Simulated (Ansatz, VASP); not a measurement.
# Two plane-wave programs on Os

File INCAR:

```
SYSTEM = Os
PREC = Accurate
ENCUT = 560
EDIFF = 1E-6
ISMEAR = -1
SIGMA = 0.1
LREAL = .FALSE.
LASPH = .TRUE.
NELM = 120
ALGO = Normal
ISIF = 2
LWAVE = .FALSE.
LCHARG = .TRUE.
GGA = PE
LELF = .TRUE.
LVHAR = .TRUE.
NBANDS = 23
GGA_COMPAT = .FALSE.
```

File KPOINTS:

```
Automatic mesh
0
G
  11 11 11
  0 0 0
```

File POSCAR:

```
Os
1.0
    0.0000000000      2.7021051242      2.7021051242
    2.7021051242      0.0000000000      2.7021051242
    2.7021051242      2.7021051242      0.0000000000
Os
2
Direct
    0.1250000000      0.1250000000      0.1250000000
    0.8750000000      0.8750000000      0.8750000000
```

Input for Ansatz:

```yaml
crystal:
  lattice:
    - [0.0, 2.7021051242, 2.7021051242]
    - [2.7021051242, 0.0, 2.7021051242]
    - [2.7021051242, 2.7021051242, 0.0]
  atoms:
    - { symbol: Os, position: [0.125, 0.125, 0.125] }
    - { symbol: Os, position: [0.875, 0.875, 0.875] }
hamiltonian:
  xc: pbe
  pseudopotentials:
    kind: paw
    azcp:
      Os: "pseudopotentials/Os.paw.azcp"
basis:
  ecutwfc: 420
  fft_grid_basis: typed
kpoints:
  mp_grid: { grid: [11, 11, 11], shift: [0, 0, 0] }
magnetization:
  spin_polarized: false
scf:
  occupations: { method: fermi_dirac, width: 0.1 }
  lower_state_search: "off"
output:
  stress: true
```

Alike in both runs: task single point; functional PBE; k mesh 11 × 11 × 11; occupations fermi-dirac, width 0.1 eV; no spin polarisation.

```csv
,VASP,Ansatz
version,VASP 6.6.1,Ansatz 0.2.0
potentials or method,"VASP PAW PBE potentials, release 64 (Os_sv_GW), cutoff 560 eV","plane waves (420 eV) with PAW, scalar-relativistic"
valence electrons in the cell,32,32
```

```csv
,VASP,Ansatz,Ansatz less VASP
pressure (GPa),20.1,20.7,+0.56
```

Spin-orbit coupling is off throughout.
